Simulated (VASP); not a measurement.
CoSi2:

```
CELL_PARAMETERS angstrom
0.00000 2.68250 2.68250
2.68250 0.00000 2.68250
2.68250 2.68250 0.00000
ATOMIC_POSITIONS crystal
Co 0.00000 0.00000 0.00000
Si 0.25000 0.25000 0.25000
Si 0.75000 0.75000 0.75000
```

```yaml
Program: VASP 6.6.1
Task: relaxation of cell and atoms
Functional: PBEsol
Potentials_or_basis: VASP PAW PBE potentials, release 64 (Co, Si)
Cutoff: 600 eV
k_mesh: 14 × 14 × 14
Occupations: gaussian, width 0.1 eV
Spin: no spin polarisation
```

At the start: pressure -5.4 GPa; volume 12.87 Å³/atom.

Task: How do energy, volume and symmetry change on relaxing?

Result: Over 3 steps the energy falls by 6.3 meV/atom and the volume is 12.50 Å³/atom (-2.8 %); space group Fm-3m (No. 225, to 0.05 Å).

The path:
```csv
step,energy change (eV),largest force (eV/Å),pressure (GPa),volume (Å³)
1,0.0000,0.0000,-5.36,38.61
2,0.0079,0.0000,7.06,36.25
3,-0.0189,0.0000,-0.05,37.51
```

Final structure:
```
Co Si
1.0
     0.00000    2.65682    2.65682
     2.65682    0.00000    2.65682
     2.65682    2.65682    0.00000
Co Si
1 2
Direct
  0.00000 0.00000 0.00000
  0.25000 0.25000 0.25000
  0.75000 0.75000 0.75000
```

Caveat: the PAW data sets were made with another functional, which shifts forces and pressure a little.
